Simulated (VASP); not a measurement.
# MnNiB3 (Pm-3m) in VASP: further runs, part 2 of 3

VASP 6.6.1. Earlier steps stand in the parts before.

### Step 3. Single point, PBE, collinear spin, ferromagnetic start

This run uses another cell than the first one, of 8.28 Å³/atom.

Input file INCAR:

```
SYSTEM = MnNiB3
PREC     = Accurate       ! precision mode
ENCUT    = 520            ! plane-wave cutoff, eV
EDIFF    = 1E-6           ! SCF threshold, eV
ISMEAR   = 0              ! smearing method
SIGMA    = 0.1            ! smearing width, eV
LREAL    = .FALSE.        ! projectors in reciprocal space
LASPH    = .TRUE.         ! aspherical terms in the spheres
NELM     = 150            ! most SCF steps
ALGO     = Normal         ! electronic algorithm
ISIF     = 2              ! what is computed and relaxed
LWAVE    = .FALSE.        ! write WAVECAR
LCHARG   = .TRUE.         ! write CHGCAR
ISPIN    = 2              ! spin polarisation
MAGMOM   = 4 2 0 0 0      ! initial moments
LORBIT   = 11             ! projections on sites
LMAXMIX  = 4              ! l up to which the mixer works
GGA      = PE             ! functional
LELF     = .TRUE.         ! ELF
LVHAR    = .TRUE.       
NBANDS   = 28             ! bands
```

Input file KPOINTS:

```
Automatic mesh
0
G
  6 6 6
  0 0 0
```

Input file POSCAR:

```
MnNiB3
1.0
    3.4599127400      0.0000000000      0.0000000000
    0.0000000000      3.4599127400      0.0000000000
    0.0000000000      0.0000000000      3.4599127400
Mn Ni B
1 1 3
Direct
    0.5000000000      0.5000000000      0.5000000000
    0.0000000000      0.0000000000      0.0000000000
    0.0000000000      0.5000000000      0.5000000000
    0.5000000000      0.5000000000      0.0000000000
    0.5000000000      0.0000000000      0.5000000000
```

Potentials or basis: VASP PAW PBE potentials, release 64 (Mn_pv, Ni, B).

On the command line:

```sh
cat potpaw_PBE.64/Mn_pv/POTCAR potpaw_PBE.64/Ni/POTCAR potpaw_PBE.64/B/POTCAR > POTCAR
mpirun -np 1 vasp_std > vasp.out
```

OUTCAR:

```text
SYSTEM = MnNiB3
   PREC = Accurate
   ENCUT = 520
   EDIFF = 1E-6
   ISMEAR = 0
   LREAL = .FALSE.
   LASPH = .TRUE.
   NELM = 150
   ISIF = 2
   ISPIN = 2
   LORBIT = 11
   GGA = PE

 ion  position               nearest neighbor table
   1  0.500  0.500  0.500-   3 1.73   4 1.73   5 1.73   4 1.73   5 1.73   3 1.73   2 3.00   2 3.00
                             2 3.00   2 3.00   2 3.00   2 3.00   2 3.00   2 3.00
   2  0.000  0.000  0.000-   3 2.45   4 2.45   5 2.45   3 2.45   5 2.45   3 2.45   4 2.45   3 2.45
                             4 2.45   5 2.45   5 2.45   4 2.45   1 3.00   1 3.00   1 3.00   1 3.00
   3  0.000  0.500  0.500-   1 1.73   1 1.73   2 2.45   2 2.45   2 2.45   2 2.45
   4  0.500  0.500  0.000-   1 1.73   1 1.73   2 2.45   2 2.45   2 2.45   2 2.45
   5  0.500  0.000  0.500-   1 1.73   1 1.73   2 2.45   2 2.45   2 2.45   2 2.45

  LATTYP: Found a simple cubic cell.
 ALAT       =     3.4599127400

  Lattice vectors:

 A1 = (   3.4599127400,   0.0000000000,   0.0000000000)
 A2 = (   0.0000000000,   3.4599127400,   0.0000000000)
 A3 = (   0.0000000000,   0.0000000000,   3.4599127400)

Analysis of symmetry for initial positions (statically):
=====================================================================
 Subroutine PRICEL returns:
 Original cell was already a primitive cell.

 Routine SETGRP: Setting up the symmetry group for a
 simple cubic supercell.

 Subroutine GETGRP returns: Found 48 space group operations
 (whereof 48 operations were pure point group operations)
 out of a pool of 48 trial point group operations.

The static configuration has the point symmetry O_h .

Analysis of symmetry for dynamics (positions and initial velocities):
=====================================================================
 Subroutine PRICEL returns:
 Original cell was already a primitive cell.

 Routine SETGRP: Setting up the symmetry group for a
 simple cubic supercell.

 Subroutine GETGRP returns: Found 48 space group operations
 (whereof 48 operations were pure point group operations)
 out of a pool of 48 trial point group operations.

The dynamic configuration has the point symmetry O_h .

Analysis of structural, dynamic, and magnetic symmetry:
=====================================================================
 Subroutine PRICEL returns:
 Original cell was already a primitive cell.

 Routine SETGRP: Setting up the symmetry group for a
 simple cubic supercell.

 Subroutine GETGRP returns: Found 48 space group operations
 (whereof 48 operations were pure point group operations)
 out of a pool of 48 trial point group operations.

The overall configuration has the point symmetry O_h .

 Subroutine INISYM returns: Found 48 space group operations
 (whereof 48 operations are pure point group operations),
 and found     1 'primitive' translations

----------------------------------------------------------------------------------------

                                     Primitive cell

  volume of cell :      41.4186

  direct lattice vectors                    reciprocal lattice vectors
     3.459912740  0.000000000  0.000000000     0.289024630  0.000000000  0.000000000
     0.000000000  3.459912740  0.000000000     0.000000000  0.289024630  0.000000000
     0.000000000  0.000000000  3.459912740     0.000000000  0.000000000  0.289024630
[... 88 lines left out ...]
   NSW    =      0    number of steps for IOM
   IBRION =     -1    ionic relax: 0-MD 1-quasi-New 2-CG
   NFREE  =      0    steps in history (QN), initial steepest desc. (CG)
   ISIF   =      2    stress and relaxation
   ISYM   =      2    0-nonsym 1-usesym 2-fastsym
   POTIM  = 0.5000    time-step for ionic-motion
   TEBEG  =    0.0;   TEEND  =   0.0 temperature during run
   PSTRESS=    0.0 pullay stress
   NELECT =      32.0000    total number of electrons
   NUPDOWN=      -1.0000    fix difference up-down
   EMIN   =  10.00;   EMAX   =-10.00  energy-range for DOS
   EFERMI =   0.00;   METHOD = LEGACY
   ISMEAR =     0;   SIGMA  =   0.10  broadening in eV -4-tet -1-fermi 0-gaus
   EFERMI_NEDOS =   21; number of points for ismear=-14 and -15
   IALGO  =     38    algorithm
   IMIX   =      4    mixing-type and parameters
     AMIX     =   0.40;   BMIX     =  1.00
     AMIX_MAG =   1.60;   BMIX_MAG =  1.00
  volume/ion in A,a.u.               =       8.28        55.90
  Fermi-wavevector in a.u.,A,eV,Ry     =   1.502195  2.838737 30.702773  2.256590
  Thomas-Fermi vector in A             =   2.613467
   LORBIT       =     11    0 simple, 1 ext, 2 COOP (PROOUT), +10 PAW based schemes
   GGA     = PE    functional components
   LHFCALC =     F    Hartree Fock is set to
   AEXX    =    0.0000 exact exchange contribution
   IVDW    =     0    specifies the selected vdW correction
   LEPSILON=     F    determine dielectric tensor
   LRPA    =     F    only Hartree local field effects (RPA)
 spin polarized calculation
 Gauss-broadening in eV      SIGMA  =   0.10
  energy-cutoff  :      520.00
  volume of cell :       41.42
 maximum number of plane-waves:      1141
 NGX is ok and might be reduce to    28
   NGX = 13   NGY = 13   NGZ = 13

 number of electron      31.9999983 magnetization       0.0010284

 Free energy of the ion-electron system (eV)
  ---------------------------------------------------
  ext. energy  EPLUGINS =         0.00000000
  ---------------------------------------------------
  free energy    TOTEN  =       -28.10569832 eV

  energy without entropy =      -28.09404866  energy(sigma->0) =      -28.09987349

 E-fermi :   8.8703     XC(G=0): -12.8783

 val. band max:        8.8694114658   @ k =   0.5000   0.5000   0.5000
 cond. band min:       8.9179178015   @ k =   0.5000   0.3333   0.3333
 fundamental gap:      0.0485063357
 Fermi energy:         8.8702690587

 spin component 1

 k-point     1 :       0.0000    0.0000    0.0000
  band No.  band energies     occupation
      1     -38.6852      1.00000
      2     -38.6852      1.00000
      3     -38.6852      1.00000
      4      -3.9206      1.00000
      5       2.4678      1.00000
      6       2.4678      1.00000
[... 609 lines left out ...]
     27      27.3681      0.00000
     28      27.3681      0.00000
 Fermi energy:         8.8702690587

 spin component 2

 k-point     1 :       0.0000    0.0000    0.0000
  band No.  band energies     occupation
      1     -38.6853      1.00000
      2     -38.6853      1.00000
      3     -38.6853      1.00000
      4      -3.9205      1.00000
      5       2.4679      1.00000
      6       2.4679      1.00000
[... 609 lines left out ...]
     27      27.3682      0.00000
     28      27.3682      0.00000

------------------------ aborting loop because EDIFF is reached ----------------------------------------

  FORCE on cell =-STRESS in cart. coord.  units (eV):
  Direction    XX          YY          ZZ          XY          YZ          ZX
  --------------------------------------------------------------------------------------
  -------------------------------------------------------------------------------------
  Total       13.6041165     13.6041165     13.6041165      0.0000000     -0.0000000     -0.0000000
  in kB      526.2419761    526.2419761    526.2419761      0.0000000     -0.0000000     -0.0000000
  external PRESSURE =     526.2419761 kB  Pullay stress =       0.0000000 kB

 VOLUME and BASIS-vectors are now :
 -----------------------------------------------------------------------------
  energy-cutoff  :      520.00
  volume of cell :       41.42
      direct lattice vectors                 reciprocal lattice vectors
     3.459912740  0.000000000  0.000000000     0.289024630  0.000000000  0.000000000
     0.000000000  3.459912740  0.000000000     0.000000000  0.289024630  0.000000000
     0.000000000  0.000000000  3.459912740     0.000000000  0.000000000  0.289024630

 POSITION                                       TOTAL-FORCE (eV/Angst)
 -----------------------------------------------------------------------------------
      1.72996      1.72996      1.72996         0.000000      0.000000      0.000000
      0.00000      0.00000      0.00000         0.000000      0.000000      0.000000
      0.00000      1.72996      1.72996         0.000000      0.000000      0.000000
      1.72996      1.72996      0.00000         0.000000      0.000000      0.000000
      1.72996      0.00000      1.72996         0.000000      0.000000      0.000000
 -----------------------------------------------------------------------------------
    total drift:                                0.000000      0.000000      0.000000

  FREE ENERGIE OF THE ION-ELECTRON SYSTEM (eV)
  ---------------------------------------------------
  free  energy   TOTEN  =       -28.1056983155 eV

  energy  without entropy=      -28.0940486579  energy(sigma->0) =      -28.09987349

 total charge

# of ion       s       p       d       tot
------------------------------------------
    1        0.695   6.781   6.204  13.680
    2        0.284   0.370   8.461   9.114
    3        0.782   1.096   0.000   1.879
    4        0.782   1.096   0.000   1.879
    5        0.782   1.096   0.000   1.879
--------------------------------------------------
tot          3.326  10.439  14.665  28.430

 magnetization (x)

# of ion       s       p       d       tot
------------------------------------------
    1        0.000   0.000  -0.000   0.000
    2        0.000   0.000   0.001   0.001
    3        0.000   0.000   0.000   0.000
    4        0.000   0.000   0.000   0.000
    5        0.000   0.000   0.000   0.000
--------------------------------------------------
tot          0.000   0.000   0.001   0.001
```

Wall time 64 s (1 thread of Intel Xeon Platinum 8488C (Sapphire Rapids), shared host); peak memory 0.19 GiB.

Results:

```
Free energy                                           : -28.1057 eV
Pressure                                              : 52.6 GPa
Band gap on the k mesh                                : zero (filled and empty bands overlap)
Net moment                                            : 0.00 μB per cell
Valence electrons inside the program's atomic spheres : Mn 13.68; Ni 9.11; B 1.88
```

Levels at points of the mesh, in eV from the Fermi level:
Spin up:
```tsv
k point	band 14	band 15	band 16	band 17	band 18	band 19
(0.00, 0.00, 0.00)	-1.58	-0.48	-0.48	-0.48	3.50	3.50
(0.50, 0.00, 0.00)	-1.40	-0.98	0.98	0.98	3.12	3.63
(0.50, 0.50, 0.00)	-0.69	-0.53	-0.53	1.51	2.11	2.95
(0.50, 0.50, 0.50)	-1.28	0.00	0.00	0.00	1.13	2.80
```
Spin down:
```tsv
k point	band 14	band 15	band 16	band 17	band 18	band 19
(0.00, 0.00, 0.00)	-1.58	-0.48	-0.48	-0.48	3.50	3.50
(0.50, 0.00, 0.00)	-1.40	-0.98	0.98	0.98	3.12	3.63
(0.50, 0.50, 0.00)	-0.69	-0.53	-0.53	1.51	2.11	2.95
(0.50, 0.50, 0.50)	-1.28	0.00	0.00	0.00	1.13	2.80
```

Caveat: the cell stands under pressure; the moments typed at the start vanished in this run.

### Step 4. Single point, PBE, collinear spin, ferromagnetic start

Input file INCAR:

```
SYSTEM = MnNiB3
PREC     = Accurate       ! precision mode
ENCUT    = 520            ! plane-wave cutoff, eV
EDIFF    = 1E-6           ! SCF threshold, eV
ISMEAR   = 0              ! smearing method
SIGMA    = 0.1            ! smearing width, eV
LREAL    = .False.        ! projectors in reciprocal space
LASPH    = .True.         ! aspherical terms in the spheres
NELM     = 150            ! most SCF steps
ALGO     = Normal         ! electronic algorithm
ISIF     = 2              ! what is computed and relaxed
LWAVE    = .False.        ! write WAVECAR
LCHARG   = .False.        ! write CHGCAR
ISPIN    = 2              ! spin polarisation
MAGMOM   = 4 2 0 0 0      ! initial moments
LORBIT   = 11             ! projections on sites
LMAXMIX  = 4              ! l up to which the mixer works
GGA      = PE             ! functional
NBANDS   = 28             ! bands
```

Input file KPOINTS:

```
regular mesh
0
Gamma
  6 6 6
  0 0 0
```

POSCAR, as its differences from that of step 3:

```diff
@@ -2,5 +2,5 @@
 1.0
-    3.4599127400      0.0000000000      0.0000000000
-    0.0000000000      3.4599127400      0.0000000000
-    0.0000000000      0.0000000000      3.4599127400
+    3.7196677341      0.0000000000      0.0000000000
+    0.0000000000      3.7196677341      0.0000000000
+    0.0000000000      0.0000000000      3.7196677341
 Mn Ni B
```

On the command line:

```sh
cat potpaw_PBE.64/Mn_pv/POTCAR potpaw_PBE.64/Ni/POTCAR potpaw_PBE.64/B/POTCAR > POTCAR
mpirun -np 1 vasp_std > vasp.out
```

Run time: 48 s. Hardware: 1 thread of Intel Xeon Platinum 8488C (Sapphire Rapids), shared host; peak memory 0.2 GiB.

It converged, with:

```yaml
Free_energy: -29.5175 eV
Pressure: 1.2 GPa
Net_moment: 1.10 μB per cell
Site_moments: Mn +0.21; Ni +0.78; B +0.04 μB
Valence_electrons_inside_the_program's_atomic_spheres: Mn 12.90; Ni 8.85; B 1.70
```

Levels at points of the mesh, in eV from the Fermi level:
Spin up:
```
           k point  band 15  band 16  band 17  band 18  band 19  band 20
(0.00, 0.00, 0.00)    -0.40    -0.40    -0.40     3.50     3.50     3.50
(0.50, 0.00, 0.00)    -0.57     0.38     0.38     2.41     2.81     4.02
(0.50, 0.50, 0.00)    -0.76    -0.76     1.04     1.63     2.53     2.53
(0.50, 0.50, 0.50)    -0.80    -0.80    -0.80     1.00     2.35     2.35
```
Spin down:
```csv
k point,band 12,band 13,band 14,band 15,band 16,band 17,band 18,band 19
"(0.00, 0.00, 0.00)",-1.18,-1.07,-1.07,-0.03,-0.03,-0.03,3.53,3.53
"(0.50, 0.00, 0.00)",-2.10,-0.93,-0.80,-0.39,0.94,0.94,2.52,2.98
"(0.50, 0.50, 0.00)",-0.91,-0.91,-0.25,-0.06,-0.06,1.21,1.80,2.58
"(0.50, 0.50, 0.50)",-3.00,-0.85,-0.85,0.13,0.13,0.13,1.10,2.48
```

(Part 2 of 3 ends here.)

The gap in the log of VASP goes by the Fermi energy; the results here count the filled bands.